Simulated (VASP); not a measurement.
# B in VASP: single point with PBE

Aim: the single point of B with PBE.

Everything below comes from runs of VASP 6.6.1. Logs are shortened: lines on timing, memory, paths and dates and some standing lists are left out, and cuts for length are marked.

## 1. The cell of the first run

The cell holds a cluster in a box, 1 atom: a = 6.000 Å, b = 6.300 Å, c = 6.600 Å, α = 90.00°, β = 90.00°, γ = 90.00°.

## 2. Single point, PBE, collinear spin

INCAR

```
SYSTEM = B
  PREC = Accurate
  ENCUT = 420
  EDIFF = 1E-6
  ISMEAR = 0
  SIGMA = 0.01
  LREAL = .FALSE.
  LASPH = .TRUE.
  NELM = 200
  ALGO = Normal
  ISIF = 2
  LWAVE = .FALSE.
  LCHARG = .FALSE.
  ISPIN = 2
  MAGMOM = 1
  LORBIT = 11
  NUPDOWN = 1.0
  GGA = PE
  NBANDS = 12
  GGA_COMPAT = .FALSE.
```

KPOINTS

```
regular mesh
0
G
  2 2 2
  0 0 0
```

POSCAR

```
B
1.0
    6.0000000000      0.0000000000      0.0000000000
    0.0000000000      6.3000000000      0.0000000000
    0.0000000000      0.0000000000      6.6000000000
B
1
Direct
    0.0000000000      0.0000000000      0.0000000000
```

Potentials or basis: VASP PAW PBE potentials, release 64 (B).

Run with:

```bash
cat potpaw_PBE.64/B/POTCAR > POTCAR
mpirun -np 1 vasp_std > vasp.out
```

OUTCAR:

```text
SYSTEM = B
   PREC = Accurate
   ENCUT = 420
   EDIFF = 1E-6
   ISMEAR = 0
   LREAL = .FALSE.
   LASPH = .TRUE.
   NELM = 200
   ISIF = 2
   ISPIN = 2
   LORBIT = 11
   NUPDOWN = 1.0
   GGA = PE

 ion  position               nearest neighbor table
   1  0.000  0.000  0.000-

  LATTYP: Found a simple orthorhombic cell.
 ALAT       =     6.0000000000
 B/A-ratio  =     1.0500000000
 C/A-ratio  =     1.1000000000

  Lattice vectors:

 A1 = (   6.0000000000,   0.0000000000,   0.0000000000)
 A2 = (   0.0000000000,   6.3000000000,   0.0000000000)
 A3 = (   0.0000000000,   0.0000000000,   6.6000000000)

Analysis of symmetry for initial positions (statically):
=====================================================================
 Subroutine PRICEL returns:
 Original cell was already a primitive cell.

 Routine SETGRP: Setting up the symmetry group for a
 simple orthorhombic supercell.

 Subroutine GETGRP returns: Found  8 space group operations
 (whereof  8 operations were pure point group operations)
 out of a pool of  8 trial point group operations.

The static configuration has the point symmetry D_2h.

Analysis of symmetry for dynamics (positions and initial velocities):
=====================================================================
 Subroutine PRICEL returns:
 Original cell was already a primitive cell.

 Routine SETGRP: Setting up the symmetry group for a
 simple orthorhombic supercell.

 Subroutine GETGRP returns: Found  8 space group operations
 (whereof  8 operations were pure point group operations)
 out of a pool of  8 trial point group operations.

The dynamic configuration has the point symmetry D_2h.

Analysis of structural, dynamic, and magnetic symmetry:
=====================================================================
 Subroutine PRICEL returns:
 Original cell was already a primitive cell.

 Routine SETGRP: Setting up the symmetry group for a
 simple orthorhombic supercell.

 Subroutine GETGRP returns: Found  8 space group operations
 (whereof  8 operations were pure point group operations)
 out of a pool of  8 trial point group operations.

The overall configuration has the point symmetry D_2h.

 Subroutine INISYM returns: Found  8 space group operations
 (whereof  8 operations are pure point group operations),
 and found     1 'primitive' translations

----------------------------------------------------------------------------------------

                                     Primitive cell

  volume of cell :     249.4800

  direct lattice vectors                    reciprocal lattice vectors
     6.000000000  0.000000000  0.000000000     0.166666667  0.000000000  0.000000000
     0.000000000  6.300000000  0.000000000     0.000000000  0.158730159  0.000000000
     0.000000000  0.000000000  6.600000000     0.000000000  0.000000000  0.151515152

  length of vectors
     6.000000000  6.300000000  6.600000000     0.166666667  0.158730159  0.151515152

  position of ions in fractional coordinates (direct lattice)
     0.000000000  0.000000000  0.000000000

  ion indices of the primitive-cell ions
   primitive index   ion index
                 1           1

----------------------------------------------------------------------------------------

 KPOINTS: regular mesh

Automatic generation of k-mesh.
 Grid dimensions read from file:
 generate k-points for:    2    2    2

 Generating k-lattice:

  Cartesian coordinates                     Fractional coordinates (reciprocal lattice)
     0.083333333  0.000000000  0.000000000     0.500000000  0.000000000  0.000000000
     0.000000000  0.079365079  0.000000000     0.000000000  0.500000000  0.000000000
     0.000000000  0.000000000  0.075757576     0.000000000  0.000000000  0.500000000

  Length of vectors
     0.083333333  0.079365079  0.075757576

  Shift w.r.t. Gamma in fractional coordinates (k-lattice)
     0.000000000  0.000000000  0.000000000

 Subroutine IBZKPT returns following result:
 ===========================================

 Found      8 irreducible k-points:

 Following reciprocal coordinates:
            Coordinates               Weight
  0.000000  0.000000  0.000000      1.000000
  0.500000  0.000000  0.000000      1.000000
  0.000000  0.500000  0.000000      1.000000
  0.500000  0.500000  0.000000      1.000000
  0.000000  0.000000  0.500000      1.000000
  0.500000  0.000000  0.500000      1.000000
  0.000000  0.500000  0.500000      1.000000
  0.500000  0.500000  0.500000      1.000000
   k-points           NKPTS =      8   k-points in BZ     NKDIM =      8   number of bands    NBANDS=     12
   number of dos      NEDOS =    301   number of ions     NIONS =      1
   total plane-waves  NPLWV =  80640
   dimension x,y,z NGX =    40 NGY =   42 NGZ =   48
   dimension x,y,z NGXF=    80 NGYF=   84 NGZF=   96
   ions per type =               1
   NGX,Y,Z   is equivalent  to a cutoff of  11.08, 11.08, 12.09 a.u.
   NGXF,Y,Z  is equivalent  to a cutoff of  22.17, 22.17, 24.18 a.u.
 SYSTEM =  B
   PREC   = accura    normal or accurate (medium, high low for compatibility)
   ISTART =      0    job   : 0-new  1-cont  2-samecut
   ICHARG =      2    charge: 1-file 2-atom 10-const
   ISPIN  =      2    spin polarized calculation?
   LNONCOLLINEAR =      F non collinear calculations
   LSORBIT =      F    spin-orbit coupling
   LASPH  =      T    aspherical Exc in radial PAW
   ENCUT  =  420.0 eV  30.87 Ry    5.56 a.u.  10.03 10.53 11.03*2*pi/ulx,y,z
   NELM   =    200;   NELMIN=  2; NELMDL= -5     # of ELM steps
   EDIFF  = 0.1E-05   stopping-criterion for ELM
   LREAL  =      F    real-space projection
   EDIFFG = 0.1E-04   stopping-criterion for IOM
   NSW    =      0    number of steps for IOM
   IBRION =     -1    ionic relax: 0-MD 1-quasi-New 2-CG
   NFREE  =      0    steps in history (QN), initial steepest desc. (CG)
   ISIF   =      2    stress and relaxation
   ISYM   =      2    0-nonsym 1-usesym 2-fastsym
   POTIM  = 0.5000    time-step for ionic-motion
   TEBEG  =    0.0;   TEEND  =   0.0 temperature during run
   PSTRESS=    0.0 pullay stress
   NELECT =       3.0000    total number of electrons
   NUPDOWN=       1.0000    fix difference up-down
   EMIN   =  10.00;   EMAX   =-10.00  energy-range for DOS
   EFERMI =   0.00;   METHOD = LEGACY
   ISMEAR =     0;   SIGMA  =   0.01  broadening in eV -4-tet -1-fermi 0-gaus
   EFERMI_NEDOS =   21; number of points for ismear=-14 and -15
   IALGO  =     38    algorithm
   IMIX   =      4    mixing-type and parameters
     AMIX     =   0.40;   BMIX     =  1.00
     AMIX_MAG =   1.60;   BMIX_MAG =  1.00
  volume/ion in A,a.u.               =     249.48      1683.57
  Fermi-wavevector in a.u.,A,eV,Ry     =   0.375062  0.708765  1.913954  0.140672
  Thomas-Fermi vector in A             =   1.305887
   LORBIT       =     11    0 simple, 1 ext, 2 COOP (PROOUT), +10 PAW based schemes
   GGA     = PE    functional components
   LHFCALC =     F    Hartree Fock is set to
   AEXX    =    0.0000 exact exchange contribution
   IVDW    =     0    specifies the selected vdW correction
   LEPSILON=     F    determine dielectric tensor
   LRPA    =     F    only Hartree local field effects (RPA)
 spin polarized calculation
 Gauss-broadening in eV      SIGMA  =   0.01
  energy-cutoff  :      420.00
  volume of cell :      249.48
 maximum number of plane-waves:      4922
   NGX = 21   NGY = 21   NGZ = 23

 number of electron       2.9999998 magnetization       1.0000001

 Free energy of the ion-electron system (eV)
  ---------------------------------------------------
  ext. energy  EPLUGINS =         0.00000000
  ---------------------------------------------------
  free energy    TOTEN  =        -0.40511489 eV

  energy without entropy =       -0.40407299  energy(sigma->0) =       -0.40459394

 E-fermi :  -8.2836     XC(G=0):  -2.0524

 val. band max:       -3.7123304647   @ k =   0.0000   0.0000   0.0000
 cond. band min:      -3.7040801969   @ k =   0.0000   0.0000   0.5000
 fundamental gap:      0.0082502679
 Fermi energy:        -3.7070960549

 spin component 1

 k-point     1 :       0.0000    0.0000    0.0000
  band No.  band energies     occupation
      1      -9.4657      1.00000
      2      -3.7123      0.77043
      3      -3.5427      0.00000
      4      -3.2730      0.00000
      5      -0.6131      0.00000
      6       2.1267      0.00000
      7       2.3410      0.00000
      8       2.8943      0.00000
      9       3.1602      0.00000
     10       3.5549      0.00000
     11       4.2421      0.00000
     12       4.9057      0.00000
[... 91 lines left out ...]
 k-point     8 :       0.5000    0.5000    0.5000
  band No.  band energies     occupation
      1      -9.4361      1.00000
      2      -3.8007      1.00000
      3      -3.6966      0.06923
      4      -3.3257      0.00000
      5       1.5842      0.00000
      6       1.6382      0.00000
      7       1.6747      0.00000
      8       2.2131      0.00000
      9       2.3397      0.00000
     10       2.4208      0.00000
     11       2.4567      0.00000
     12       3.7601      0.00000
 Fermi energy:        -8.2836223144

 spin component 2

 k-point     1 :       0.0000    0.0000    0.0000
  band No.  band energies     occupation
      1      -8.3760      1.00000
      2      -2.9860      0.00000
      3      -2.4305      0.00000
      4      -2.0868      0.00000
      5      -0.1393      0.00000
      6       2.4871      0.00000
      7       2.8234      0.00000
      8       3.3492      0.00000
      9       3.7660      0.00000
     10       4.0878      0.00000
     11       4.6837      0.00000
     12       5.4499      0.00000
[... 91 lines left out ...]
 k-point     8 :       0.5000    0.5000    0.5000
  band No.  band energies     occupation
      1      -8.3395      1.00000
      2      -3.0481      0.00000
      3      -2.6314      0.00000
      4      -2.2193      0.00000
      5       2.0140      0.00000
      6       2.1397      0.00000
      7       2.1566      0.00000
      8       2.6761      0.00000
      9       2.6973      0.00000
     10       2.9828      0.00000
     11       3.1338      0.00000
     12       4.3030      0.00000

------------------------ aborting loop because EDIFF is reached ----------------------------------------

  FORCE on cell =-STRESS in cart. coord.  units (eV):
  Direction    XX          YY          ZZ          XY          YZ          ZX
  --------------------------------------------------------------------------------------
  -------------------------------------------------------------------------------------
  Total       -0.2207784     -0.1626569     -0.0103532     -0.0000000      0.0000000      0.0000000
  in kB       -1.4178536     -1.0445936     -0.0664890     -0.0000000      0.0000000      0.0000000
  external PRESSURE =      -0.8429787 kB  Pullay stress =       0.0000000 kB

 VOLUME and BASIS-vectors are now :
 -----------------------------------------------------------------------------
  energy-cutoff  :      420.00
  volume of cell :      249.48
      direct lattice vectors                 reciprocal lattice vectors
     6.000000000  0.000000000  0.000000000     0.166666667  0.000000000  0.000000000
     0.000000000  6.300000000  0.000000000     0.000000000  0.158730159  0.000000000
     0.000000000  0.000000000  6.600000000     0.000000000  0.000000000  0.151515152

 POSITION                                       TOTAL-FORCE (eV/Angst)
 -----------------------------------------------------------------------------------
      0.00000      0.00000      0.00000         0.000000      0.000000      0.000000
 -----------------------------------------------------------------------------------
    total drift:                               -0.000000     -0.000000      0.000000

  FREE ENERGIE OF THE ION-ELECTRON SYSTEM (eV)
  ---------------------------------------------------
  free  energy   TOTEN  =        -0.4051148949 eV

  energy  without entropy=       -0.4040729887  energy(sigma->0) =       -0.40459394

 total charge

# of ion       s       p       d       tot
------------------------------------------
    1        0.946   0.395   0.000   1.341

 magnetization (x)

# of ion       s       p       d       tot
------------------------------------------
    1        0.014   0.395   0.000   0.409
```

Wall time 1.8 min (1 thread of Intel Xeon 8259CL, shared host); peak memory 0.31 GiB.

What came out:

| Quantity | Value |
| --- | --- |
| Free energy | -0.4051 eV |
| Net moment | 1.00 μB per cell |
| Site moments | B +0.41 μB |
| Valence electrons inside the program's atomic spheres | B 1.34 |

Caveat: the k points lie up to 0.52 Å⁻¹ apart; the total moment is fixed, so each spin has its own Fermi level and the state may be an excited one.
